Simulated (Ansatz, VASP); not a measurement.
HfB in VASP and in Ansatz

The input INCAR:

```
SYSTEM = HfB
PREC = Accurate
ENCUT = 600
EDIFF = 1E-7
ISMEAR = 0
SIGMA = 0.1
LREAL = .False.
LASPH = .True.
NELM = 80
ALGO = Normal
ISIF = 3
LWAVE = .False.
LCHARG = .False.
GGA = PE
IBRION = 2
NSW = 100
EDIFFG = -0.01
```

The input KPOINTS:

```
regular mesh
0
Gamma
  20 20 20
  0 0 0
```

File POSCAR:

```
HfB
1.0
    0.0000000000      2.4174550554      2.4174550554
    2.4174550554      0.0000000000      2.4174550554
    2.4174550554      2.4174550554      0.0000000000
Hf B
1 1
Direct
    0.5000000000      0.5000000000      0.5000000000
    0.0000000000      0.0000000000      0.0000000000
```

Input for Ansatz:

```yaml
crystal:
  lattice:
    - [0.0, 2.4174550554, 2.4174550554]
    - [2.4174550554, 0.0, 2.4174550554]
    - [2.4174550554, 2.4174550554, 0.0]
  atoms:
    - { symbol: Hf, position: [0.5, 0.5, 0.5] }
    - { symbol: B, position: [0.0, 0.0, 0.0] }
basis:
  ecutwfc: 420
kpoints:
  mp_grid: { grid: [20, 20, 20] }
hamiltonian:
  xc: pbe
scf:
  occupations: { method: gaussian, width: 0.1 }
output:
  forces: true
  stress: true
  eigenvalues: true
  write_density: true
  write_potential: true
  elf: true
  volumetric_format: npy
relax:
  adjacent_minimum: "off"
  f_tol: 0.01
  max_steps: 80
  cell: { stress_tol: 0.05 }
```

Change from the starting cell: the structure that the rattled cell fell into.

Alike in both runs: task relaxation of cell and atoms; functional PBE; k mesh 20 × 20 × 20; occupations gaussian, width 0.1 eV; no spin polarisation.

```csv
,VASP,Ansatz
version,VASP 6.6.1,Ansatz 0.2.0
potentials or method,"VASP PAW PBE potentials, release 64 (Hf_pv, B), cutoff 600 eV","scalar-relativistic, plane waves, PAW"
valence electrons in the cell,13,29
```

VASP gave:

| Property | Result |
| --- | --- |
| gap on the k mesh at the Fermi level, each at its own relaxed structure (eV) | none |
| relaxed volume (Å³/atom) | 14.13 |
| relaxed cell length with the largest relative difference (Å) | 3.419 |

**Question.** Which values does Ansatz return?

**Answer.** gap on the k mesh at the Fermi level, each at its own relaxed structure (eV): none; relaxed volume (Å³/atom): 14.12; relaxed cell length with the largest relative difference (Å): 3.418.

A gap of «none» marks a metal or a gap that the smearing closes. VASP's potentials hold 13 valence electrons a cell and Ansatz's 29, so a difference there can come from the potentials and not from the codes.

Neither program's run includes spin-orbit coupling. Noted on VASP's run: the relaxation stopped at its first step, so nothing moved.
